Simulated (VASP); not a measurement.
Wanted: the native input for a VASP 6.6.1 run.

* Task: single point
* Functional: PBE
* Potentials or basis: VASP PAW PBE potentials, release 64 (Ti_sv, B)
* Cutoff: 520 eV
* k mesh: 6 × 6 × 6
* Occupations: gaussian, width 0.1 eV
* Spin: no spin polarisation
* Dipole correction: no
* Further INCAR settings: ALGO = Normal; EDIFF = 1e-07; NBANDS = 22

The structure of TiB5 lies in POSCAR:

```
TiB5
1.0
    0.0000000000      2.8185619891      2.8185619891
    2.8185619891      0.0000000000      2.8185619891
    2.8185619891      2.8185619891      0.0000000000
Ti B
1 5
Direct
    0.0000000000      0.0000000000      0.0000000000
    0.2500000000      0.2500000000      0.2500000000
    0.1448229770      0.6183923410      0.6183923410
    0.6183923410      0.6183923410      0.6183923410
    0.6183923410      0.6183923410      0.1448229770
    0.6183923410      0.1448229770      0.6183923410
```

The input as run:

INCAR

```
SYSTEM = TiB5
ALGO = Normal
EDIFF = 1E-7
ENCUT = 520
GGA = PE
ISIF = 2
ISMEAR = 0
LASPH = .True.
LCHARG = .False.
LREAL = .False.
LWAVE = .False.
NBANDS = 22
NELM = 80
PREC = Accurate
SIGMA = 0.1
```

KPOINTS

```
k-points
0
Gamma
  6 6 6
  0 0 0
```

Potentials or basis: VASP PAW PBE potentials, release 64 (Ti_sv, B).

Run with:

```sh
$ cat potpaw_PBE.64/Ti_sv/POTCAR potpaw_PBE.64/B/POTCAR > POTCAR
$ mpirun -np 1 vasp_std > vasp.out
```

Results of the run:

```
Pressure      : -0.1 GPa
Largest force : 0.003 eV/Å
```

It took 29 s on 1 thread of Intel(R) Xeon(R) Platinum 8488C (Sapphire Rapids), with other jobs on the host, peak memory 0.17 GiB.
